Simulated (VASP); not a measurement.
Input of a VASP 6.6.1 run:

Contents of INCAR:

```
PREC     = Accurate       # precision mode
ENCUT    = 520            # plane-wave cutoff, eV
EDIFF    = 1E-6           # SCF threshold, eV
ISMEAR   = 0              # smearing method
SIGMA    = 0.15           # smearing width, eV
LREAL    = False          # projectors in reciprocal space
LASPH    = True           # aspherical terms in the spheres
NELM     = 80             # most SCF steps
ALGO     = Normal         # electronic algorithm
ISIF     = 2              # what is computed and relaxed
LWAVE    = False          # write WAVECAR
LCHARG   = False          # write CHGCAR
GGA      = PE             # functional
IVDW     = 12             # dispersion correction
NBANDS   = 22             # bands
```

Contents of KPOINTS:

```
regular mesh
0
Gamma
  10 10 10
```

File POSCAR:

```
GaSb3
1.0
    0.0000000000      3.7455328410      3.6481278280
    3.7455328410      0.0000000000      3.6481278280
    3.7455328410      3.7455328410      0.0000000000
Ga Sb
1 3
Direct
    0.0000000000      0.0000000000      0.0000000000
    0.2685026411      0.2314973589      0.2314973589
    0.7314973589      0.7685026411      0.7685026411
    0.5000000000      0.5000000000      0.5000000000
```

Potentials or basis: VASP PAW PBE potentials, release 64 (Ga_d, Sb).

The run is started by

```console
$ cat potpaw_PBE.64/Ga_d/POTCAR potpaw_PBE.64/Sb/POTCAR > POTCAR
$ mpirun -np 1 vasp_std > vasp.out
```

Question: Estimate the pressure.

Answer: -2.4 GPa.

Question: What does it give for the dispersion energy per atom?

Answer: -0.454 eV.

Question: Predict the largest force.

Answer: 0.339 eV/Å.

Question: Predict the band gap on the k mesh.

Answer: Zero (bands 14 and 15 overlap by 3.59 eV).

Forces in eV/Å, atoms in the order of the input:
```
Ga   0.000  0.000  0.000
Sb   0.339  0.000  0.000
Sb  -0.339  0.000  0.000
Sb   0.000  0.000  0.000
```

Caveat: the cell differs from its parent crystal (atoms displaced along a vibrational mode, the cell strained); spin-orbit coupling is left out, which moves the levels of the heavy elements.
